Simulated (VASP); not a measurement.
# CoSn (P6/mmm) in VASP: further runs, part 2 of 2

VASP 6.6.1.

**3. Single point, PBEsol**

This run uses another cell than the first one, of the same volume but with other edges.

Input file INCAR:

```
  PREC = Accurate
  ENCUT = 520
  EDIFF = 1E-6
  ISMEAR = 0
  SIGMA = 0.15
  LREAL = False
  LASPH = True
  NELM = 100
  ALGO = Fast
  ISIF = 2
  LWAVE = False
  LCHARG = False
  GGA = PS
  NBANDS = 44
```

Input file KPOINTS:

```
regular mesh
0
Gamma
  12 12 12
```

Input file POSCAR:

```
CoSn
1.0
    5.0564916810      0.0000000000      0.0000000000
   -2.5282458405      4.3790502497      0.0000000000
    0.0000000000      0.0000000000      4.4419329658
Co Sn
3 3
Direct
    0.0000000000      0.5000000000      0.0000000000
    0.5000000000      0.5000000000      0.0000000000
    0.5000000000      0.0000000000      0.0000000000
    0.6666666667      0.3333333333      0.5000000000
    0.3333333333      0.6666666667      0.5000000000
    0.0000000000      0.0000000000      0.0000000000
```

Potentials or basis: VASP PAW PBE potentials, release 64 (Co, Sn_d).

Started as:

```sh
$ cat potpaw_PBE.64/Co/POTCAR potpaw_PBE.64/Sn_d/POTCAR > POTCAR
$ mpirun -np 1 vasp_std > vasp.out
```

OUTCAR:

```text
PREC = Accurate
   ENCUT = 520
   EDIFF = 1E-6
   ISMEAR = 0
   LREAL = False
   LASPH = True
   NELM = 100
   ISIF = 2
   GGA = PS

 ion  position               nearest neighbor table
   1  0.000  0.500  0.000-   3 2.53   6 2.53   6 2.53   3 2.53   2 2.53   2 2.53   5 2.66   5 2.66
                             4 2.66   4 2.66
   2  0.500  0.500  0.000-   3 2.53   6 2.53   3 2.53   6 2.53   1 2.53   1 2.53   5 2.66   5 2.66
                             4 2.66   4 2.66
   3  0.500  0.000  0.000-   1 2.53   2 2.53   2 2.53   1 2.53   6 2.53   6 2.53   5 2.66   5 2.66
                             4 2.66   4 2.66
   4  0.667  0.333  0.500-   3 2.66   3 2.66   1 2.66   1 2.66   2 2.66   2 2.66   5 2.92   5 2.92
                             5 2.92   6 3.67   6 3.67   6 3.67   6 3.67   6 3.67   6 3.67
   5  0.333  0.667  0.500-   3 2.66   3 2.66   1 2.66   1 2.66   2 2.66   2 2.66   4 2.92   4 2.92
                             4 2.92   6 3.67   6 3.67   6 3.67   6 3.67   6 3.67   6 3.67
   6  0.000  0.000  0.000-   1 2.53   2 2.53   1 2.53   2 2.53   3 2.53   3 2.53   5 3.67   4 3.67
                             5 3.67   4 3.67   4 3.67   4 3.67   5 3.67   5 3.67   4 3.67   5 3.67

  LATTYP: Found a hexagonal cell.
 ALAT       =     5.0564916810
 C/A-ratio  =     0.8784614405

  Lattice vectors:

 A1 = (   5.0564916810,   0.0000000000,   0.0000000000)
 A2 = (  -2.5282458405,   4.3790502497,   0.0000000000)
 A3 = (   0.0000000000,   0.0000000000,   4.4419329658)

Analysis of symmetry for initial positions (statically):
=====================================================================
 Subroutine PRICEL returns:
 Original cell was already a primitive cell.

 Routine SETGRP: Setting up the symmetry group for a
 hexagonal supercell.

 Subroutine GETGRP returns: Found 24 space group operations
 (whereof 24 operations were pure point group operations)
 out of a pool of 24 trial point group operations.

The static configuration has the point symmetry D_6h.

Analysis of symmetry for dynamics (positions and initial velocities):
[... 139 lines left out ...]
     AMIX_MAG =   1.60;   BMIX_MAG =  1.00
  volume/ion in A,a.u.               =      16.39       110.62
  Fermi-wavevector in a.u.,A,eV,Ry     =   1.454646  2.748883 28.789878  2.115996
  Thomas-Fermi vector in A             =   2.571773
   LORBIT       =      0    0 simple, 1 ext, 2 COOP (PROOUT), +10 PAW based schemes
   GGA     = PS    functional components
   LHFCALC =     F    Hartree Fock is set to
   AEXX    =    0.0000 exact exchange contribution
   IVDW    =     0    specifies the selected vdW correction
   LEPSILON=     F    determine dielectric tensor
   LRPA    =     F    only Hartree local field effects (RPA)
 non-spin polarized calculation
 RMM-DIIS sequential band-by-band and
 Gauss-broadening in eV      SIGMA  =   0.15
  energy-cutoff  :      520.00
  volume of cell :       98.36
 maximum number of plane-waves:      2689
 NGX is ok and might be reduce to    40

 number of electron      68.9999997 magnetization

 Free energy of the ion-electron system (eV)
  ---------------------------------------------------
  ext. energy  EPLUGINS =         0.00000000
  ---------------------------------------------------
  free energy    TOTEN  =       -36.60345607 eV

  energy without entropy =      -36.52869021  energy(sigma->0) =      -36.56607314

 E-fermi :  10.2297     XC(G=0): -12.0885

 val. band max:       10.2210653599   @ k =   0.2500   0.2500   0.2500
 cond. band min:      10.2302640567   @ k =   0.5000  -0.0000   0.3333
 fundamental gap:      0.0091986967
 Fermi energy:        10.2296578059

 k-point     1 :       0.0000    0.0000    0.0000
  band No.  band energies     occupation
      1     -11.2039      2.00000
      2     -11.2039      2.00000
      3     -11.1237      2.00000
      4     -11.0664      2.00000
      5     -11.0664      2.00000
      6     -11.0599      2.00000
[... 1117 lines left out ...]
     43      15.2768      0.00000
     44      15.7847      0.00000

 [... further k-points ...]
[... 5 lines left out ...]
  --------------------------------------------------------------------------------------
  -------------------------------------------------------------------------------------
  Total        4.8305097      4.8305097     -7.0431493     -0.0000000     -0.0000000      0.0000000
  in kB       78.6868780     78.6868780   -114.7298043     -0.0000000     -0.0000000      0.0000000
  external PRESSURE =      14.2146506 kB  Pullay stress =       0.0000000 kB

 VOLUME and BASIS-vectors are now :
 -----------------------------------------------------------------------------
  energy-cutoff  :      520.00
  volume of cell :       98.36
      direct lattice vectors                 reciprocal lattice vectors
     5.056491681  0.000000000  0.000000000     0.197765578  0.114180010  0.000000000
    -2.528245840  4.379050250  0.000000000     0.000000000  0.228360019  0.000000000
     0.000000000  0.000000000  4.441932966     0.000000000  0.000000000  0.225127215

 POSITION                                       TOTAL-FORCE (eV/Angst)
 -----------------------------------------------------------------------------------
     -1.26412      2.18953      0.00000         0.000000      0.000000      0.000000
      1.26412      2.18953      0.00000         0.000000      0.000000      0.000000
      2.52825      0.00000      0.00000         0.000000      0.000000      0.000000
      2.52825      1.45968      2.22097         0.000000     -0.000000     -0.000000
     -0.00000      2.91937      2.22097        -0.000000      0.000000      0.000000
      0.00000      0.00000      0.00000         0.000000      0.000000      0.000000
 -----------------------------------------------------------------------------------
    total drift:                               -0.000000      0.000000     -0.000000

  FREE ENERGIE OF THE ION-ELECTRON SYSTEM (eV)
  ---------------------------------------------------
  free  energy   TOTEN  =       -36.6034560670 eV

  energy  without entropy=      -36.5286902144  energy(sigma->0) =      -36.56607314
```

It took 5.4 min on 1 thread of Intel Xeon 6975P-C (Granite Rapids), shared host; peak memory 0.56 GiB.

Results:

| Property | Result |
| --- | --- |
| Free energy | -36.6035 eV |
| Pressure | 1.4 GPa |
| Band gap on the k mesh | zero (an odd number of electrons rules out a gap without spin polarisation) |

Caveat: the stress differs along the axes, from -11 to 8 GPa; the PAW data sets were made with another functional, which shifts forces and pressure a little; spin-orbit coupling is left out, which moves the levels of the heavy elements; the run has no spin polarisation, though such a crystal can be magnetic. Spin polarisation is off, so any magnetic state and its effect on volume and gap are missing.
